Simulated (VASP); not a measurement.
Write the native input for VASP 6.6.1 that does the following.

* Task: single point
* Functional: PBE0
* Potentials or basis: VASP PAW PBE potentials, release 64 (Nb_sv)
* Cutoff: 400 eV
* k mesh: 6 × 6 × 6
* Occupations: fermi-dirac, width 0.05 eV
* Spin: no spin polarisation
* Dipole correction: no
* Grid for exact exchange (PRECFOCK): Normal
* Further INCAR settings: ALGO = Normal; EDIFF = 1e-06; NBANDS = 12
* Share of exact exchange: 0.25

Nb:

```
Nb
1.0
    -1.67497    1.67497    1.67497
     1.67497   -1.67497    1.67497
     1.67497    1.67497   -1.67497
Nb
1
Direct
  0.00000 0.00000 0.00000
```

The input as run:

POSCAR

```
Nb
1.0
   -1.6749698576      1.6749698576      1.6749698576
    1.6749698576     -1.6749698576      1.6749698576
    1.6749698576      1.6749698576     -1.6749698576
Nb
1
Direct
    0.0000000000      0.0000000000      0.0000000000
```

INCAR.step1

```
PREC = Accurate
ENCUT = 400
EDIFF = 1E-5
ISMEAR = -1
SIGMA = 0.05
LREAL = F
LASPH = T
NELM = 120
ALGO = Normal
ISIF = 2
LWAVE = T
GGA = PE
NBANDS = 12
GGA_COMPAT = F
```

INCAR.step2

```
PREC = Accurate
ENCUT = 400
EDIFF = 1E-6
ISMEAR = -1
SIGMA = 0.05
LREAL = F
LASPH = T
NELM = 120
ALGO = Normal
ISIF = 2
LWAVE = F
LCHARG = T
GGA = PE
LHFCALC = T
AEXX = 0.25
PRECFOCK = Normal
LELF = T
LVHAR = T
ISTART = 1
NBANDS = 12
GGA_COMPAT = F
```

KPOINTS

```
Automatic mesh
0
Gamma
  6 6 6
```

Potentials or basis: VASP PAW PBE potentials, release 64 (Nb_sv).

Command:

```console
$ cat potpaw_PBE.64/Nb_sv/POTCAR > POTCAR
$ cp INCAR.step1 INCAR
$ mpirun -np 1 vasp_std > vasp.out
$ cp INCAR.step2 INCAR
$ mpirun -np 1 vasp_std > vasp.out
```

It gave:

The pressure is -13.2 GPa and the band gap on the k mesh is zero (an odd number of electrons rules out a gap without spin polarisation).

Caveat: the k points lie up to 0.44 Å⁻¹ apart, too coarse for converged energies and pressures of a metal; the PAW data sets were made with another functional, which shifts forces and pressure a little.

Wall time 12 min on 1 thread of Intel Xeon 8259CL (shared host), peak memory 0.13 GiB.
